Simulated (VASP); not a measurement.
# Mo (Im-3m) in VASP: notebook

The runs below take Mo through single point, with r2SCAN.

Everything below comes from runs of VASP 6.6.1. Logs are shortened: lines on timing, memory, paths and dates and some standing lists are left out, and cuts for length are marked.

## Step 1: The cell of the first run

It takes space group Im-3m (No. 229, cubic). The conventional cell has a = 3.150 Å, b = 3.150 Å, c = 3.150 Å, α = 90.00°, β = 90.00°, γ = 90.00°. Within 3.6 Å of Mo (site symmetry m-3m) lie 14 Mo at 2.73 to 3.15 Å.

## Step 2: Single point, r2SCAN

Input file POSCAR:

```
Mo
1.0
   -1.5751461432      1.5751461432      1.5751461432
    1.5751461432     -1.5751461432      1.5751461432
    1.5751461432      1.5751461432     -1.5751461432
Mo
1
Direct
    0.0000000000      0.0000000000      0.0000000000
```

Input file INCAR.step1:

```
SYSTEM = Mo
PREC     = Accurate       ! precision mode
ENCUT    = 520            ! plane-wave cutoff, eV
ISMEAR   = 0              ! smearing method
SIGMA    = 0.05           ! smearing width, eV
LREAL    = .False.        ! projectors in reciprocal space
LASPH    = .True.         ! aspherical terms in the spheres
NELM     = 100            ! most SCF steps
NBANDS   = 13             ! bands
GGA      = PE             ! functional
ALGO     = Normal         ! electronic algorithm
EDIFF    = 1E-4           ! SCF threshold, eV
LWAVE    = .True.         ! write WAVECAR
LCHARG   = .False.        ! write CHGCAR
```

Input file INCAR.step2:

```
SYSTEM = Mo
PREC     = Accurate       ! precision mode
ENCUT    = 520            ! plane-wave cutoff, eV
EDIFF    = 1E-7           ! SCF threshold, eV
ISMEAR   = 0              ! smearing method
SIGMA    = 0.05           ! smearing width, eV
LREAL    = .False.        ! projectors in reciprocal space
LASPH    = .True.         ! aspherical terms in the spheres
NELM     = 100            ! most SCF steps
ALGO     = Normal         ! electronic algorithm
ISIF     = 2              ! what is computed and relaxed
LWAVE    = .False.        ! write WAVECAR
LCHARG   = .True.         ! write CHGCAR
METAGGA  = R2SCAN         ! meta-GGA
LMIXTAU  = .True.       
LELF     = .True.         ! ELF
LVHAR    = .True.       
NBANDS   = 13             ! bands
ISTART   = 1
```

Input file KPOINTS:

```
Automatic mesh
0
Gamma
  18 18 18
  0 0 0
```

Potentials or basis: VASP PAW PBE potentials, release 64 (Mo_sv).

Command:

```bash
$ cat potpaw_PBE.64/Mo_sv/POTCAR > POTCAR
$ cp INCAR.step1 INCAR
$ mpirun -np 1 vasp_std > vasp.out
$ cp INCAR.step2 INCAR
$ mpirun -np 1 vasp_std > vasp.out
```

OUTCAR:

```text
SYSTEM = Mo
   PREC = Accurate
   ENCUT = 520
   EDIFF = 1E-7
   ISMEAR = 0
   LREAL = .False.
   LASPH = .True.
   NELM = 100
   ISIF = 2
   METAGGA = R2SCAN
   ISTART = 1

 ion  position               nearest neighbor table
   1  0.000  0.000  0.000-

  LATTYP: Found a body centered cubic cell.
 ALAT       =     3.1502922864

  Lattice vectors:

 A1 = (  -1.5751461432,   1.5751461432,   1.5751461432)
 A2 = (   1.5751461432,  -1.5751461432,   1.5751461432)
 A3 = (   1.5751461432,   1.5751461432,  -1.5751461432)

Analysis of symmetry for initial positions (statically):
=====================================================================
 Subroutine PRICEL returns:
 Original cell was already a primitive cell.

 Routine SETGRP: Setting up the symmetry group for a
 body centered cubic supercell.

 Subroutine GETGRP returns: Found 48 space group operations
 (whereof 48 operations were pure point group operations)
 out of a pool of 48 trial point group operations.

The static configuration has the point symmetry O_h .

Analysis of symmetry for dynamics (positions and initial velocities):
=====================================================================
 Subroutine PRICEL returns:
 Original cell was already a primitive cell.

 Routine SETGRP: Setting up the symmetry group for a
 body centered cubic supercell.

 Subroutine GETGRP returns: Found 48 space group operations
 (whereof 48 operations were pure point group operations)
 out of a pool of 48 trial point group operations.

The dynamic configuration has the point symmetry O_h .

 Subroutine INISYM returns: Found 48 space group operations
 (whereof 48 operations are pure point group operations),
 and found     1 'primitive' translations

----------------------------------------------------------------------------------------

                                     Primitive cell

  volume of cell :      15.6323

  direct lattice vectors                    reciprocal lattice vectors
    -1.575146143  1.575146143  1.575146143     0.000000000  0.317430863  0.317430863
     1.575146143 -1.575146143  1.575146143     0.317430863  0.000000000  0.317430863
     1.575146143  1.575146143 -1.575146143     0.317430863  0.317430863  0.000000000

  length of vectors
     2.728233149  2.728233149  2.728233149     0.448915032  0.448915032  0.448915032

  position of ions in fractional coordinates (direct lattice)
     0.000000000  0.000000000  0.000000000

  ion indices of the primitive-cell ions
   primitive index   ion index
[... 75 lines left out ...]
   EDIFFG = 0.1E-05   stopping-criterion for IOM
   NSW    =      0    number of steps for IOM
   IBRION =     -1    ionic relax: 0-MD 1-quasi-New 2-CG
   NFREE  =      0    steps in history (QN), initial steepest desc. (CG)
   ISIF   =      2    stress and relaxation
   ISYM   =      2    0-nonsym 1-usesym 2-fastsym
   POTIM  = 0.5000    time-step for ionic-motion
   TEBEG  =    0.0;   TEEND  =   0.0 temperature during run
   PSTRESS=    0.0 pullay stress
   NELECT =      14.0000    total number of electrons
   NUPDOWN=      -1.0000    fix difference up-down
   EMIN   =  10.00;   EMAX   =-10.00  energy-range for DOS
   EFERMI =   0.00;   METHOD = LEGACY
   ISMEAR =     0;   SIGMA  =   0.05  broadening in eV -4-tet -1-fermi 0-gaus
   EFERMI_NEDOS =   21; number of points for ismear=-14 and -15
   IALGO  =     38    algorithm
   IMIX   =      4    mixing-type and parameters
     AMIX     =   0.40;   BMIX     =  1.00
     AMIX_MAG =   1.60;   BMIX_MAG =  1.00
  volume/ion in A,a.u.               =      15.63       105.49
  Fermi-wavevector in a.u.,A,eV,Ry     =   1.578011  2.982008 33.880117  2.490118
  Thomas-Fermi vector in A             =   2.678606
   LORBIT       =      0    0 simple, 1 ext, 2 COOP (PROOUT), +10 PAW based schemes
   METAGGA = R2SCAN    functional components
   LHFCALC =     F    Hartree Fock is set to
   AEXX    =    0.0000 exact exchange contribution
   IVDW    =     0    specifies the selected vdW correction
   LEPSILON=     F    determine dielectric tensor
   LRPA    =     F    only Hartree local field effects (RPA)
 non-spin polarized calculation
 Gauss-broadening in eV      SIGMA  =   0.05
  energy-cutoff  :      520.00
  volume of cell :       15.63
 maximum number of plane-waves:       434
   NGX = 11   NGY = 11   NGZ = 11

 number of electron      14.0000002 magnetization

 Free energy of the ion-electron system (eV)
  ---------------------------------------------------
  ext. energy  EPLUGINS =         0.00000000
  ---------------------------------------------------
  free energy    TOTEN  =       -26.07612704 eV

  energy without entropy =      -26.07532849  energy(sigma->0) =      -26.07572776

 E-fermi :  12.5541     XC(G=0): -14.6364

 val. band max:       12.5305364575   @ k =  -0.2222   0.2222   0.1111
 cond. band min:      12.5556779704   @ k =  -0.3889   0.4444   0.2778
 fundamental gap:      0.0251415129
 Fermi energy:        12.5540907217

 k-point     1 :       0.0000    0.0000    0.0000
  band No.  band energies     occupation
      1     -50.6749      2.00000
      2     -23.1467      2.00000
      3     -23.1467      2.00000
      4     -23.1467      2.00000
      5       4.8864      2.00000
      6      11.1264      2.00000
      7      11.1264      2.00000
      8      11.1264      2.00000
      9      14.4618      0.00000
     10      14.4618      0.00000
     11      28.0439      0.00000
     12      28.0439      0.00000
     13      28.0439      0.00000
[... 354 lines left out ...]
  band No.  band energies     occupation
      1     -50.3819      2.00000
      2     -24.5592      2.00000
      3     -23.6657      2.00000
      4     -23.2242      2.00000
      5       7.3855      2.00000
      6       9.1290      2.00000
      7      12.5231      1.61985
      8      14.2921      0.00000
      9      15.4856      0.00000
     10      18.1508      0.00000
     11      24.8729      0.00000
     12      25.9271      0.00000
     13      30.4380      0.00000

 [... further k-points ...]
[... 5 lines left out ...]
  --------------------------------------------------------------------------------------
  -------------------------------------------------------------------------------------
  Total        0.1104427      0.1104427      0.1104427      0.0000000      0.0000000     -0.0000000
  in kB       11.3194473     11.3194473     11.3194473      0.0000000      0.0000000     -0.0000000
  external PRESSURE =      11.3194473 kB  Pullay stress =       0.0000000 kB

 VOLUME and BASIS-vectors are now :
 -----------------------------------------------------------------------------
  energy-cutoff  :      520.00
  volume of cell :       15.63
      direct lattice vectors                 reciprocal lattice vectors
    -1.575146143  1.575146143  1.575146143     0.000000000  0.317430863  0.317430863
     1.575146143 -1.575146143  1.575146143     0.317430863  0.000000000  0.317430863
     1.575146143  1.575146143 -1.575146143     0.317430863  0.317430863  0.000000000

 POSITION                                       TOTAL-FORCE (eV/Angst)
 -----------------------------------------------------------------------------------
      0.00000      0.00000      0.00000        -0.000000     -0.000000     -0.000000
 -----------------------------------------------------------------------------------
    total drift:                                0.000000     -0.000000     -0.000000

  FREE ENERGIE OF THE ION-ELECTRON SYSTEM (eV)
  ---------------------------------------------------
  free  energy   TOTEN  =       -26.0761270361 eV

  energy  without entropy=      -26.0753284917  energy(sigma->0) =      -26.07572776
```

OUTCAR.step1:

```text
SYSTEM = Mo
   PREC = Accurate
   ENCUT = 520
   ISMEAR = 0
   LREAL = .False.
   LASPH = .True.
   NELM = 100
[... 600 lines left out ...]
 -----------------------------------------------------------------------------------
      0.00000      0.00000      0.00000        -0.000000     -0.000000     -0.000000
 -----------------------------------------------------------------------------------
    total drift:                                0.000000      0.000000      0.000000

  FREE ENERGIE OF THE ION-ELECTRON SYSTEM (eV)
  ---------------------------------------------------
  free  energy   TOTEN  =       -10.9322630747 eV

  energy  without entropy=      -10.9316147731  energy(sigma->0) =      -10.93193892
```

OSZICAR.step1:

```text
N       E                     dE             d eps       ncg     rms          rms(c)
DAV:   1     0.934409848711E+02    0.93441E+02   -0.79831E+03  5070   0.111E+03
DAV:   2    -0.104192101865E+02   -0.10386E+03   -0.10001E+03  5835   0.313E+02
DAV:   3    -0.115846362961E+02   -0.11654E+01   -0.11606E+01  5675   0.332E+01
DAV:   4    -0.115873364806E+02   -0.27002E-02   -0.27001E-02  5700   0.193E+00
DAV:   5    -0.115873542921E+02   -0.17812E-04   -0.17812E-04  5693   0.139E-01    0.147E+01
DAV:   6    -0.110139273371E+02    0.57343E+00   -0.71521E-01  5230   0.104E+01    0.401E+00
DAV:   7    -0.109359283819E+02    0.77999E-01   -0.14062E-01  5610   0.439E+00    0.932E-01
DAV:   8    -0.109321920708E+02    0.37363E-02   -0.39185E-03  5275   0.799E-01    0.193E-01
DAV:   9    -0.109322630747E+02   -0.71004E-04   -0.78565E-05  3535   0.115E-01
   1 F= -.10932263E+02 E0= -.10931939E+02  d E =-.648302E-03
```

It took 62 s on 1 thread of Intel Xeon 6975P-C (Granite Rapids), shared host; peak memory 0.16 GiB.

Results:

```
Free energy            : -26.0761 eV
Pressure               : 1.1 GPa
Band gap on the k mesh : zero (band 7 reaches 16.69 eV, above the bottom of band 8 at 11.13 eV)
```

Caveat: the PAW data sets were made with another functional, which shifts forces and pressure a little.

## Step 3: Single point, r2SCAN

This run uses another cell than the first one, of 15.83 Å³/atom, 1.012 times its volume.

Input file POSCAR:

```
Mo
1.0
   -1.5816586698      1.5816586698      1.5816586698
    1.5816586698     -1.5816586698      1.5816586698
    1.5816586698      1.5816586698     -1.5816586698
Mo
1
Direct
    0.0000000000      0.0000000000      0.0000000000
```

Input file INCAR.step1:

```
SYSTEM = Mo
ALGO     = Normal         ! electronic algorithm
EDIFF    = 1E-4           ! SCF threshold, eV
ENCUT    = 520            ! plane-wave cutoff, eV
GGA      = PE             ! functional
ISMEAR   = 0              ! smearing method
LASPH    = .True.         ! aspherical terms in the spheres
LCHARG   = .False.        ! write CHGCAR
LREAL    = .False.        ! projectors in reciprocal space
LWAVE    = .True.         ! write WAVECAR
NBANDS   = 13             ! bands
NELM     = 60             ! most SCF steps
PREC     = Accurate       ! precision mode
SIGMA    = 0.05           ! smearing width, eV
```

Input file INCAR.step2:

```
SYSTEM = Mo
ALGO     = Normal         ! electronic algorithm
EDIFF    = 1E-6           ! SCF threshold, eV
ENCUT    = 520            ! plane-wave cutoff, eV
ISIF     = 2              ! what is computed and relaxed
ISMEAR   = 0              ! smearing method
ISTART   = 1            
LASPH    = .True.         ! aspherical terms in the spheres
LCHARG   = .True.         ! write CHGCAR
LELF     = .True.         ! ELF
LMIXTAU  = .True.       
LREAL    = .False.        ! projectors in reciprocal space
LVHAR    = .True.       
LWAVE    = .False.        ! write WAVECAR
METAGGA  = R2SCAN         ! meta-GGA
NBANDS   = 13             ! bands
NELM     = 60             ! most SCF steps
PREC     = Accurate       ! precision mode
SIGMA    = 0.05           ! smearing width, eV
```

Input file KPOINTS:

```
k-points
0
Gamma
  18 18 18
  0 0 0
```

Potentials or basis: VASP PAW PBE potentials, release 64 (Mo_sv).

Command:

```bash
$ cat potpaw_PBE.64/Mo_sv/POTCAR > POTCAR
$ cp INCAR.step1 INCAR
$ mpirun -np 1 vasp_std > vasp.out
$ cp INCAR.step2 INCAR
$ mpirun -np 1 vasp_std > vasp.out
```

Run time: 49 s. Hardware: 1 thread of Intel Xeon 6975P-C (Granite Rapids), shared host; peak memory 0.15 GiB.

Results (log left out):

| Property | Result |
| --- | --- |
| Free energy | -26.0755 eV |
| Pressure | -2.2 GPa |
| Band gap on the k mesh | zero (band 7 reaches 16.42 eV, above the bottom of band 8 at 10.95 eV) |

Levels at points of the mesh, in eV from the Fermi level:
| k point | band 3 | band 4 | band 5 | band 6 | band 7 | band 8 | band 9 | band 10 | band 11 | band 12 |
| --- | --- | --- | --- | --- | --- | --- | --- | --- | --- | --- |
| (0.00, 0.00, 0.00) | -35.72 | -35.72 | -7.62 | -1.40 | -1.40 | -1.40 | 1.89 | 1.89 | 15.48 | 15.48 |
| (0.50, 0.00, 0.00) | -36.18 | -35.74 | -5.52 | -3.52 | 1.53 | 1.86 | 2.55 | 4.84 | 12.05 | 12.49 |
| (0.50, 0.50, 0.50) | -36.72 | -36.72 | -5.55 | -5.55 | 4.07 | 4.07 | 4.07 | 9.37 | 9.37 | 9.37 |

Caveat: the PAW data sets were made with another functional, which shifts forces and pressure a little.
